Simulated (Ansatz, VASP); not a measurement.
**H: VASP beside Ansatz**

```
H
1.0
     1.84681    0.00000    0.00000
    -0.92340    1.59938    0.00000
     0.00000    0.00000    2.02433
H
2
Direct
  0.33333 0.66667 0.25000
  0.66667 0.33333 0.75000
```

Alike in both runs: functional LDA; k mesh 14 × 14 × 8; occupations fermi-dirac, width 0.02 eV; no spin polarisation.

Ansatz relaxed the structure, and its values are those at the end. VASP's run is a single point on that final structure, the one shown.

|  | VASP | Ansatz |
| --- | --- | --- |
| version | VASP 6.6.1 | Ansatz 0.2.0 |
| potentials or method | VASP PAW LDA potentials, release 64 (H) | PAW with Ansatz's default frozen-core files, scalar-relativistic |
| plane-wave cutoff (eV) | 520 | 420 |
| valence electrons in the cell | 2 | 2 |

VASP gave:

| Property | Result |
| --- | --- |
| pressure (GPa) | -0.3 |

Problem. What did Ansatz give for the same quantities?

Solution. Pressure (GPa): 0.0.

LDA's correlation is that of Perdew and Zunger in VASP and of Perdew and Wang (1992) in Ansatz.

The k mesh is coarse, so the values compare programs but aren't converged.
